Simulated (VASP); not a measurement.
KF, 2 atoms in the cell. It takes space group Fm-3m (No. 225, cubic). Conventional cell: a = 5.679 Å, b = 5.679 Å, c = 5.679 Å, α = 90.00°, β = 90.00°, γ = 90.00°. K (site symmetry m-3m) has 6 F at 2.84 Å within 3.7 Å. Within 3.7 Å of F (site symmetry m-3m) lie 6 K at 2.84 Å. 

```yaml
Program: VASP 6.6.1
Task: single point
Functional: PBE
Potentials_or_basis: VASP PAW PBE potentials, release 64 (K_sv, F)
Cutoff: 520 eV
k_mesh: 10 × 10 × 10
Occupations: gaussian, width 0.05 eV
Spin: no spin polarisation
Dipole_correction: no
Further_INCAR_settings: ALGO = Normal; EDIFF = 1e-06; NBANDS = 15
```

Potentials or basis: VASP PAW PBE potentials, release 64 (K_sv, F).

Launch:

```sh
$ cat potpaw_PBE.64/K_sv/POTCAR potpaw_PBE.64/F/POTCAR > POTCAR
$ mpirun -np 1 vasp_std > vasp.out
```

Hardware: 1 thread of AMD EPYC 7R43 64-Core Processor (Zen 3), on a shared host.

Task: How long does it take, and how much memory?

Result: Run time: 29 s on 1 thread of AMD EPYC 7R43 64-Core Processor (Zen 3), with other jobs on the host, peak memory 0.15 GiB. Counts: scf iterations 13, k points 47.
